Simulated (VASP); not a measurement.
# CaInH (Cmmm) in VASP: further runs

CaInH is run at these levels: PBE; tasks: single point, relaxation of cell and atoms.

Program: VASP 6.6.1. These are calculated values, not measurements. Logs are shortened: lines on timing, memory, paths and dates and some standing lists are left out, and cuts for length are marked.

### Step 1. The cell of the first run

Symmetry: Cmmm, No. 65, orthorhombic system. Conventional cell: a = 5.407 Å, b = 7.351 Å, c = 3.531 Å, α = 90.00°, β = 90.00°, γ = 90.00°. Within 2.3 Å of Ca (site symmetry mmm) lie 2 H at 1.77 Å. In (site symmetry mmm) has 2 Ca at 2.70 Å and 4 H at 3.23 Å and 2 In at 3.53 Å within 3.6 Å. Within 2.3 Å of H (site symmetry mmm) lie 2 Ca at 1.77 Å.

### Step 2. Single point, PBE

INCAR

```
SYSTEM = CaInH
PREC     = Accurate       ! precision mode
ENCUT    = 520            ! plane-wave cutoff, eV
EDIFF    = 1E-7           ! SCF threshold, eV
ISMEAR   = 0              ! smearing method
SIGMA    = 0.1            ! smearing width, eV
LREAL    = .FALSE.        ! projectors in reciprocal space
LASPH    = .TRUE.         ! aspherical terms in the spheres
NELM     = 100            ! most SCF steps
ALGO     = Normal         ! electronic algorithm
ISIF     = 2              ! what is computed and relaxed
LWAVE    = .FALSE.        ! write WAVECAR
LCHARG   = .FALSE.        ! write CHGCAR
GGA      = PE             ! functional
NBANDS   = 19             ! bands
```

KPOINTS

```
regular mesh
0
G
  4 4 6
  0 0 0
```

POSCAR

```
CaInH
1.0
    2.7033893100     -3.6753761200      0.0000000000
    2.7033893100      3.6753761200      0.0000000000
    0.0000000000      0.0000000000      3.5307124100
Ca In H
1 1 1
Direct
    0.5000000000      0.5000000000      0.5000000000
    0.0000000000      0.0000000000      0.5000000000
    0.5000000000      0.5000000000      0.0000000000
```

Potentials or basis: VASP PAW PBE potentials, release 64 (Ca_sv, In_d, H).

On the command line:

```
cat potpaw_PBE.64/Ca_sv/POTCAR potpaw_PBE.64/In_d/POTCAR potpaw_PBE.64/H/POTCAR > POTCAR
mpirun -np 1 vasp_std > vasp.out
```

OUTCAR:

```text
SYSTEM = CaInH
   PREC = Accurate
   ENCUT = 520
   EDIFF = 1E-7
   ISMEAR = 0
   LREAL = .FALSE.
   LASPH = .TRUE.
   NELM = 100
   ISIF = 2
   GGA = PE

 ion  position               nearest neighbor table
   1  0.500  0.500  0.500-   3 1.77   3 1.77   2 2.70   2 2.70
   2  0.000  0.000  0.500-   1 2.70   1 2.70
   3  0.500  0.500  0.000-   1 1.77   1 1.77

  LATTYP: Found a base centered orthorhombic cell.
 ALAT       =     5.4067786200
 B/A-ratio  =     1.3595437795
 C/A-ratio  =     0.6530159006

  Lattice vectors:

 A1 = (   2.7033893100,  -3.6753761200,   0.0000000000)
 A2 = (   2.7033893100,   3.6753761200,   0.0000000000)
 A3 = (   0.0000000000,   0.0000000000,   3.5307124100)

Analysis of symmetry for initial positions (statically):
=====================================================================
 Subroutine PRICEL returns:
 Original cell was already a primitive cell.

 Routine SETGRP: Setting up the symmetry group for a
 base centered orthorhombic supercell.

 Subroutine GETGRP returns: Found  8 space group operations
 (whereof  8 operations were pure point group operations)
 out of a pool of  8 trial point group operations.

The static configuration has the point symmetry D_2h.

Analysis of symmetry for dynamics (positions and initial velocities):
=====================================================================
 Subroutine PRICEL returns:
 Original cell was already a primitive cell.

 Routine SETGRP: Setting up the symmetry group for a
 base centered orthorhombic supercell.

 Subroutine GETGRP returns: Found  8 space group operations
 (whereof  8 operations were pure point group operations)
 out of a pool of  8 trial point group operations.

The dynamic configuration has the point symmetry D_2h.

 Subroutine INISYM returns: Found  8 space group operations
 (whereof  8 operations are pure point group operations),
 and found     1 'primitive' translations

----------------------------------------------------------------------------------------

                                     Primitive cell

  volume of cell :      70.1621

  direct lattice vectors                    reciprocal lattice vectors
     2.703389310 -3.675376120  0.000000000     0.184953014 -0.136040499  0.000000000
     2.703389310  3.675376120  0.000000000     0.184953014  0.136040499  0.000000000
     0.000000000  0.000000000  3.530712410     0.000000000  0.000000000  0.283228959

  length of vectors
     4.562532563  4.562532563  3.530712410     0.229596678  0.229596678  0.283228959

  position of ions in fractional coordinates (direct lattice)
     0.500000000  0.500000000  0.500000000
     0.000000000  0.000000000  0.500000000
     0.500000000  0.500000000  0.000000000

  ion indices of the primitive-cell ions
   primitive index   ion index
                 1           1
                 2           2
                 3           3

----------------------------------------------------------------------------------------

 KPOINTS: regular mesh

Automatic generation of k-mesh.
 Grid dimensions read from file:
 generate k-points for:    4    4    6

 Generating k-lattice:

  Cartesian coordinates                     Fractional coordinates (reciprocal lattice)
     0.046238253 -0.034010125  0.000000000     0.250000000  0.000000000  0.000000000
     0.046238253  0.034010125  0.000000000     0.000000000  0.250000000  0.000000000
     0.000000000  0.000000000  0.047204826     0.000000000  0.000000000  0.166666667

  Length of vectors
     0.057399169  0.057399169  0.047204826

  Shift w.r.t. Gamma in fractional coordinates (k-lattice)
     0.000000000  0.000000000  0.000000000

 Subroutine IBZKPT returns following result:
 ===========================================

 Found     28 irreducible k-points:

 Following reciprocal coordinates:
            Coordinates               Weight
  0.000000  0.000000  0.000000      1.000000
  0.250000 -0.000000  0.000000      4.000000
  0.500000 -0.000000  0.000000      2.000000
  0.250000  0.250000  0.000000      2.000000
  0.500000  0.250000  0.000000      4.000000
 -0.250000  0.250000  0.000000      2.000000
[... 16 lines left out ...]
  0.250000 -0.000000  0.500000      4.000000
  0.500000 -0.000000  0.500000      2.000000
 [... further k-points ...]
   k-points           NKPTS =     28   k-points in BZ     NKDIM =     28   number of bands    NBANDS=     19
   number of dos      NEDOS =    301   number of ions     NIONS =      3
   total plane-waves  NPLWV =  36288
   dimension x,y,z NGX =    36 NGY =   36 NGZ =   28
   dimension x,y,z NGXF=    72 NGYF=   72 NGZF=   56
   ions per type =               1   1   1
   NGX,Y,Z   is equivalent  to a cutoff of  13.12, 13.12, 13.18 a.u.
   NGXF,Y,Z  is equivalent  to a cutoff of  26.23, 26.23, 26.37 a.u.
 SYSTEM =  CaInH
   PREC   = accura    normal or accurate (medium, high low for compatibility)
   ISTART =      0    job   : 0-new  1-cont  2-samecut
   ICHARG =      2    charge: 1-file 2-atom 10-const
   ISPIN  =      1    spin polarized calculation?
   LNONCOLLINEAR =      F non collinear calculations
   LSORBIT =      F    spin-orbit coupling
   LASPH  =      T    aspherical Exc in radial PAW
   ENCUT  =  520.0 eV  38.22 Ry    6.18 a.u.   8.48  8.48  6.56*2*pi/ulx,y,z
   NELM   =    100;   NELMIN=  2; NELMDL= -5     # of ELM steps
   EDIFF  = 0.1E-06   stopping-criterion for ELM
   LREAL  =      F    real-space projection
   EDIFFG = 0.1E-05   stopping-criterion for IOM
   NSW    =      0    number of steps for IOM
   IBRION =     -1    ionic relax: 0-MD 1-quasi-New 2-CG
   NFREE  =      0    steps in history (QN), initial steepest desc. (CG)
   ISIF   =      2    stress and relaxation
   ISYM   =      2    0-nonsym 1-usesym 2-fastsym
   POTIM  = 0.5000    time-step for ionic-motion
   TEBEG  =    0.0;   TEEND  =   0.0 temperature during run
   PSTRESS=    0.0 pullay stress
   NELECT =      24.0000    total number of electrons
   NUPDOWN=      -1.0000    fix difference up-down
   EMIN   =  10.00;   EMAX   =-10.00  energy-range for DOS
   EFERMI =   0.00;   METHOD = LEGACY
   ISMEAR =     0;   SIGMA  =   0.10  broadening in eV -4-tet -1-fermi 0-gaus
   EFERMI_NEDOS =   21; number of points for ismear=-14 and -15
   IALGO  =     38    algorithm
   IMIX   =      4    mixing-type and parameters
     AMIX     =   0.40;   BMIX     =  1.00
     AMIX_MAG =   1.60;   BMIX_MAG =  1.00
  volume/ion in A,a.u.               =      23.39       157.83
  Fermi-wavevector in a.u.,A,eV,Ry     =   1.144927  2.163598 17.835293  1.310857
  Thomas-Fermi vector in A             =   2.281617
   LORBIT       =      0    0 simple, 1 ext, 2 COOP (PROOUT), +10 PAW based schemes
   GGA     = PE    functional components
   LHFCALC =     F    Hartree Fock is set to
   AEXX    =    0.0000 exact exchange contribution
   IVDW    =     0    specifies the selected vdW correction
   LEPSILON=     F    determine dielectric tensor
   LRPA    =     F    only Hartree local field effects (RPA)
 non-spin polarized calculation
 Gauss-broadening in eV      SIGMA  =   0.10
  energy-cutoff  :      520.00
  volume of cell :       70.16
 maximum number of plane-waves:      1910
 NGX is ok and might be reduce to    36
   NGX = 17   NGY = 17   NGZ = 13

 number of electron      23.9999995 magnetization

 Free energy of the ion-electron system (eV)
  ---------------------------------------------------
  ext. energy  EPLUGINS =         0.00000000
  ---------------------------------------------------
  free energy    TOTEN  =        -5.77007255 eV

  energy without entropy =       -5.75139475  energy(sigma->0) =       -5.76073365

 E-fermi :   3.2654     XC(G=0):  -8.6004

 val. band max:        3.2574870756   @ k =   0.2500  -0.0000   0.5000
 cond. band min:       3.2874774373   @ k =   0.5000   0.2500   0.1667
 fundamental gap:      0.0299903617
 Fermi energy:         3.2653926133

 k-point     1 :       0.0000    0.0000    0.0000
  band No.  band energies     occupation
      1     -36.8480      2.00000
      2     -18.1945      2.00000
      3     -17.9576      2.00000
      4     -17.6800      2.00000
      5     -11.7129      2.00000
      6     -11.5324      2.00000
[... 11 lines left out ...]
     18       8.8305      0.00000
     19       9.7148      0.00000

 k-point     2 :       0.2500   -0.0000    0.0000
  band No.  band energies     occupation
      1     -36.8469      2.00000
      2     -18.2356      2.00000
      3     -17.9653      2.00000
      4     -17.6811      2.00000
      5     -11.6435      2.00000
      6     -11.5176      2.00000
[... 11 lines left out ...]
     18       9.0805      0.00000
     19      10.2895      0.00000

 k-point     3 :       0.5000   -0.0000    0.0000
  band No.  band energies     occupation
      1     -36.8458      2.00000
      2     -18.2761      2.00000
      3     -17.9728      2.00000
      4     -17.6821      2.00000
      5     -11.5780      2.00000
      6     -11.5030      2.00000
[... 11 lines left out ...]
     18       9.8597      0.00000
     19      11.4346      0.00000

 k-point     4 :       0.2500    0.2500    0.0000
  band No.  band energies     occupation
      1     -36.8458      2.00000
      2     -18.2757      2.00000
      3     -17.9727      2.00000
      4     -17.6821      2.00000
      5     -11.5780      2.00000
      6     -11.5026      2.00000
[... 11 lines left out ...]
     18      10.3646      0.00000
     19      11.3748      0.00000

 k-point     5 :       0.5000    0.2500    0.0000
  band No.  band energies     occupation
      1     -36.8462      2.00000
      2     -18.2415      2.00000
      3     -17.9773      2.00000
      4     -17.6801      2.00000
      5     -11.6440      2.00000
      6     -11.5023      2.00000
[... 11 lines left out ...]
     18       9.8372      0.00000
     19      10.8346      0.00000
[... 334 lines left out ...]
      2     -18.1849      2.00000
      3     -18.0076      2.00000
      4     -17.9615      2.00000
      5     -11.6743      2.00000
      6     -11.5579      2.00000
[... 11 lines left out ...]
     18       7.8480      0.00000
     19       9.8401      0.00000

 k-point    22 :       0.0000    0.0000    0.5000
  band No.  band energies     occupation
      1     -36.8178      2.00000
      2     -18.1671      2.00000
      3     -18.1165      2.00000
      4     -17.9333      2.00000
      5     -11.6626      2.00000
      6     -11.5713      2.00000
[... 11 lines left out ...]
     18       6.9731      0.00000
     19       9.3767      0.00000

 k-point    23 :       0.2500   -0.0000    0.5000
  band No.  band energies     occupation
      1     -36.8167      2.00000
      2     -18.2074      2.00000
      3     -18.1170      2.00000
      4     -17.9403      2.00000
      5     -11.5865      2.00000
      6     -11.5640      2.00000
[... 11 lines left out ...]
     18       9.2036      0.00000
     19       9.6371      0.00000

 k-point    24 :       0.5000   -0.0000    0.5000
  band No.  band energies     occupation
      1     -36.8156      2.00000
      2     -18.2471      2.00000
      3     -18.1176      2.00000
      4     -17.9472      2.00000
      5     -11.5568      2.00000
      6     -11.5116      2.00000
[... 11 lines left out ...]
     18       8.6093      0.00000
     19       9.6468      0.00000

 [... further k-points ...]
[... 5 lines left out ...]
  --------------------------------------------------------------------------------------
  -------------------------------------------------------------------------------------
  Total       10.4457824     -1.2073842      7.5899563     -0.0000000      0.0000000      0.0000000
  in kB      238.5332003    -27.5710529    173.3193842     -0.0000000      0.0000000      0.0000000
  external PRESSURE =     128.0938438 kB  Pullay stress =       0.0000000 kB

 VOLUME and BASIS-vectors are now :
 -----------------------------------------------------------------------------
  energy-cutoff  :      520.00
  volume of cell :       70.16
      direct lattice vectors                 reciprocal lattice vectors
     2.703389310 -3.675376120  0.000000000     0.184953014 -0.136040499  0.000000000
     2.703389310  3.675376120  0.000000000     0.184953014  0.136040499  0.000000000
     0.000000000  0.000000000  3.530712410     0.000000000  0.000000000  0.283228959

 POSITION                                       TOTAL-FORCE (eV/Angst)
 -----------------------------------------------------------------------------------
      2.70339      0.00000      1.76536        -0.000000     -0.000000      0.000000
      0.00000      0.00000      1.76536         0.000000      0.000000      0.000000
      2.70339      0.00000      0.00000         0.000000      0.000000      0.000000
 -----------------------------------------------------------------------------------
    total drift:                                0.000000      0.000000      0.000000

  FREE ENERGIE OF THE ION-ELECTRON SYSTEM (eV)
  ---------------------------------------------------
  free  energy   TOTEN  =        -5.7700725537 eV

  energy  without entropy=       -5.7513947518  energy(sigma->0) =       -5.76073365
```

Wall time 15 s (1 thread of Intel Xeon 6975P-C (Granite Rapids), shared host); peak memory 0.2 GiB.

What came out:

```
Free energy            : -5.7701 eV
Pressure               : 12.8 GPa
Band gap on the k mesh : zero (band 12 reaches 5.01 eV, above the bottom of band 13 at 2.78 eV)
```

Levels at points of the mesh, in eV from the Fermi level:
```tsv
k point	band 10	band 11	band 12	band 13	band 14	band 15
(0.00, 0.00, 0.00)	-6.86	-3.50	1.56	1.93	2.05	2.65
(0.50, 0.00, 0.00)	-5.51	-4.49	-1.28	0.37	3.63	3.79
(0.50, 0.50, 0.00)	-5.76	-3.77	-1.64	-0.10	4.02	4.37
(0.00, 0.00, 0.50)	-4.66	-2.66	1.15	2.48	2.88	3.34
(0.50, 0.00, 0.50)	-3.46	-1.49	-1.33	-0.49	1.31	2.79
(0.50, 0.50, 0.50)	-3.74	-1.61	0.35	0.61	1.25	1.74
```

Caveat: the k points lie up to 0.36 Å⁻¹ apart; spin-orbit coupling is left out, which moves the levels of the heavy elements.

[end of part 1 of 2]
